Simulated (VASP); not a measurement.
**RbBr: single point with PBE**

The system is RbBr.

```
Rb Br
1.0
     5.99022    0.00000    0.00000
    -2.99511    5.18768    0.00000
     0.00000    0.00000    7.02585
Rb Br
2 2
Direct
  0.33333 0.66667 0.93751
  0.66667 0.33333 0.43751
  0.33333 0.66667 0.43749
  0.66667 0.33333 0.93749
```

This cell differs from its parent crystal: volume changed by +3%.

```json
{
  "Program": "VASP 6.6.1",
  "Task": "single point",
  "Functional": "PBE",
  "Potentials or basis": "VASP PAW PBE potentials, release 64 (Rb_sv, Br)",
  "Cutoff": "520 eV",
  "k mesh": "6 × 6 × 4",
  "Occupations": "gaussian, width 0.01 eV",
  "Spin": "no spin polarisation",
  "Dipole correction": "no",
  "Further INCAR settings": "ALGO = Normal; EDIFF = 1e-06; NBANDS = 24"
}
```

* Pressure: -0.2 GPa
* Band gap on the k mesh: 3.98 eV, direct

Stress tensor (GPa, compression positive):
```
-0.20  0.00  0.00
 0.00 -0.20  0.00
 0.00  0.00 -0.28
```

Levels at points of the mesh, in eV from the valence-band top:
```
           k point  band 14  band 15  band 16  band 17  band 18  band 19
(0.00, 0.00, 0.00)    -0.23    -0.23     0.00     3.98     6.66     7.07
(0.50, 0.00, 0.00)    -0.26    -0.15    -0.10     5.74     5.95     6.36
(0.00, 0.00, 0.50)    -0.29    -0.29    -0.29     5.10     5.10     8.21
(0.50, 0.00, 0.50)    -0.23    -0.22    -0.22     6.07     6.07     7.19
```

It took 2.2 min on 1 thread of Intel(R) Xeon(R) Platinum 8488C (Sapphire Rapids), with other jobs on the host, peak memory 0.37 GiB.

 A k mesh can miss the band edges.
